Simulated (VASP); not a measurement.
Input of a VASP 6.6.1 run:

The input INCAR:

```
SYSTEM = Fe
PREC = Accurate
ENCUT = 600
EDIFF = 1E-6
ISMEAR = 0
SIGMA = 0.1
LREAL = .False.
LASPH = .True.
NELM = 200
ALGO = Normal
ISIF = 2
LWAVE = .False.
LCHARG = .False.
ISPIN = 2
MAGMOM = 4 4
LORBIT = 11
LMAXMIX = 4
GGA = PE
NBANDS = 19
GGA_COMPAT = .False.
```

KPOINTS

```
regular mesh
0
Gamma
  9 9 4
  0 0 0
```

The input POSCAR:

```
Fe
1.0
    2.5711340000      0.0000000000      0.0000000000
   -1.2855670000      2.2266670000      0.0000000000
    0.0000000000      0.0000000000      4.1986440000
Fe
2
Direct
    0.0000000000      0.0000000000      0.0000000000
    0.3333333300      0.6666666700      0.5000000000
```

Potentials or basis: VASP PAW PBE potentials, release 64 (Fe).

Run with:

```console
$ cat potpaw_PBE.64/Fe/POTCAR > POTCAR
$ mpirun -np 1 vasp_std > vasp.out
```

Problem. What does it give for the net moment?

Solution. 5.06 μB per cell.

Problem. Predict the site moments.

Solution. Fe +2.52 μB.

Problem. Estimate the pressure.

Solution. -0.9 GPa.

Stress tensor (GPa, compression positive):
```
-5.01  0.00  0.00
 0.00 -5.01  0.00
 0.00  0.00  7.26
```

Caveat: the k points lie up to 0.37 Å⁻¹ apart.
